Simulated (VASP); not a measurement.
Set up this calculation in VASP 6.6.1, as the native input.

- Task: single point
- Functional: PBE
- Dispersion: D3(BJ)
- Potentials or basis: VASP PAW PBE potentials, release 64 (F)
- Cutoff: 520 eV
- k mesh: 8 × 8 × 4
- Occupations: gaussian, width 0.05 eV
- Spin: no spin polarisation
- Dipole correction: no
- Further INCAR settings: ALGO = Normal; EDIFF = 1e-06; NBANDS = 22

The structure of F lies in POSCAR:

```
F
1.0
    2.9910203351     -1.7900914405      0.3156511524
    2.9910203351      1.7900914405      0.3156511524
   -0.8430695836      0.0000000000      6.7419276277
F
4
Direct
    0.9138648456      0.5855481450      0.0939279973
    0.4144518550      0.0861351544      0.4060720027
    0.0861351544      0.4144518550      0.9060720027
    0.5855481450      0.9138648456      0.5939279973
```

The input as run:

INCAR

```
ALGO = Normal
EDIFF = 1E-6
ENCUT = 520
GGA = PE
ISIF = 2
ISMEAR = 0
IVDW = 12
LASPH = T
LCHARG = F
LREAL = F
LWAVE = F
NBANDS = 22
NELM = 60
PREC = Accurate
SIGMA = 0.05
```

KPOINTS

```
k-points
0
Gamma
  8 8 4
```

Potentials or basis: VASP PAW PBE potentials, release 64 (F).

Command:

```bash
$ cat potpaw_PBE.64/F/POTCAR > POTCAR
$ mpirun -np 1 vasp_std > vasp.out
```

Results of the run:

The pressure is 0.3 GPa. The largest force is 0.406 eV/Å. The band gap on the k mesh is 2.99 eV. The dispersion energy per atom is -0.025 eV.

Wall time 40 s on 1 thread of Intel(R) Xeon(R) 6975P-C (Granite Rapids) (shared host), peak memory 0.24 GiB.
